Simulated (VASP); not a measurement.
B: single point with LDA

The system is B.

```xyz
12
Lattice="2.4492 1.4140 4.1747 -2.4492 1.4140 4.1747 0.0000 -2.8281 4.1747" Properties=species:S:1:pos:R:3 pbc="T T T"
B    -1.5781    0.9111    2.8147
B     0.0000   -1.8222    2.8147
B     1.5781    0.9111    2.8147
B    -1.5781   -0.9111    9.7095
B     1.5781   -0.9111    9.7095
B     0.0000    1.8222    9.7095
B    -1.0068    0.5813    4.4785
B     0.0000   -1.1625    4.4785
B     1.0068    0.5813    4.4785
B    -1.0068   -0.5813    8.0457
B     1.0068   -0.5813    8.0457
B     0.0000    1.1625    8.0457
```

```yaml
Program: VASP 6.6.1
Task: single point
Functional: LDA
Potentials_or_basis: VASP PAW LDA potentials, release 64 (B)
Cutoff: 520 eV
k_mesh: 6 × 6 × 6
Occupations: gaussian, width 0.1 eV
Spin: no spin polarisation
Dipole_correction: no
Further_INCAR_settings: ALGO = Normal; EDIFF = 1e-07; NBANDS = 30
```

```
Pressure               : -7.2 GPa
Largest force          : 0.187 eV/Å
Band gap on the k mesh : 1.51 eV, indirect (least direct gap 1.86 eV)
```

Forces on the atoms (eV/Å):
```
B   -0.096  0.055  0.150
B    0.000 -0.111  0.150
B    0.096  0.055  0.150
B   -0.096 -0.055 -0.150
B    0.096 -0.055 -0.150
B    0.000  0.111 -0.150
B   -0.038  0.022 -0.045
B    0.000 -0.044 -0.045
B    0.038  0.022 -0.045
B   -0.038 -0.022  0.045
B    0.038 -0.022  0.045
B    0.000  0.044  0.045
```

Levels at points of the mesh, in eV from the valence-band top:
```
           k point  band 15  band 16  band 17  band 18  band 19  band 20  band 21  band 22
(0.00, 0.00, 0.00)    -1.30    -0.76    -0.76    -0.35     1.51     4.57     4.57     4.78
(0.50, 0.00, 0.00)    -2.57    -1.86    -1.66    -0.51     2.00     3.35     3.69     4.95
(0.50, 0.50, 0.00)    -2.85    -2.47    -2.06    -1.83     1.56     2.74     2.97     3.57
(0.50, 0.50, 0.50)    -2.90    -1.81    -1.81     0.00     2.71     2.85     2.85     4.98
```

It took 95 s on 1 thread of Intel Xeon 6975P-C, with other jobs on the host, peak memory 0.21 GiB.

A k mesh can miss the band edges. Expect the measured gap to be larger: semilocal functionals such as LDA lack the derivative discontinuity.
